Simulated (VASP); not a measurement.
Wanted: the native input for a VASP 6.6.1 run.

```
Task                   : single point
Functional             : PBE
Potentials or basis    : VASP PAW PBE potentials, release 64 (Ba_sv, Zr_sv, O)
Cutoff                 : 520 eV
k mesh                 : 4 × 4 × 4
Occupations            : gaussian, width 0.1 eV
Spin                   : collinear spin
Starting moments       : [0.0, 1.0, 0.0, 0.0, 0.0] μB
Dipole correction      : no
Further INCAR settings : ALGO = Normal; EDIFF = 1e-06; NBANDS = 32
```

The structure of BaZrO3 lies in POSCAR:

```
BaZrO3
1.0
    5.9589596373      0.0000000000      0.0000000000
    0.0000000000      5.9589596373      0.0000000000
    0.0000000000      0.0000000000      5.0518703324
Ba Zr O
1 1 3
Direct
    0.0000000000      0.0000000000      0.0000000000
    0.5000000000      0.5000000000      0.0000000000
    0.0000000000      0.0000000000      0.5000000000
    0.5000000000      0.5000000000      0.6309717756
    0.5000000000      0.5000000000      0.3690282244
```

The cell was built from a structure type or drawn by symmetry, and may not be a known phase.

These files were run (other wordings do the same):

INCAR

```
PREC = Accurate
ENCUT = 520
EDIFF = 1E-6
ISMEAR = 0
SIGMA = 0.1
LREAL = F
LASPH = T
NELM = 150
ALGO = Normal
ISIF = 2
LWAVE = F
LCHARG = T
ISPIN = 2
MAGMOM = 0 1 0 0 0
LORBIT = 11
LMAXMIX = 4
GGA = PE
LELF = T
LVHAR = T
NBANDS = 32
```

KPOINTS

```
regular mesh
0
Gamma
  4 4 4
```

Potentials or basis: VASP PAW PBE potentials, release 64 (Ba_sv, Zr_sv, O).

Launch:

```sh
$ cat potpaw_PBE.64/Ba_sv/POTCAR potpaw_PBE.64/Zr_sv/POTCAR potpaw_PBE.64/O/POTCAR > POTCAR
$ mpirun -np 1 vasp_std > vasp.out
```

It gave:

```
Pressure                                              : 0.5 GPa
Largest force                                         : 0.238 eV/Å
Net moment                                            : 0.45 μB per cell
Site moments                                          : Ba +0.01; Zr +0.27; O +0.00, -0.01 (each value once) μB
Valence electrons inside the program's atomic spheres : Ba 7.90; Zr 9.85; O 4.83, 5.04 (each value once)
```

It took 3.8 min on 1 thread of Intel(R) Xeon(R) Platinum 8375C CPU @ 2.90GHz (Ice Lake), on a shared host, peak memory 0.46 GiB.
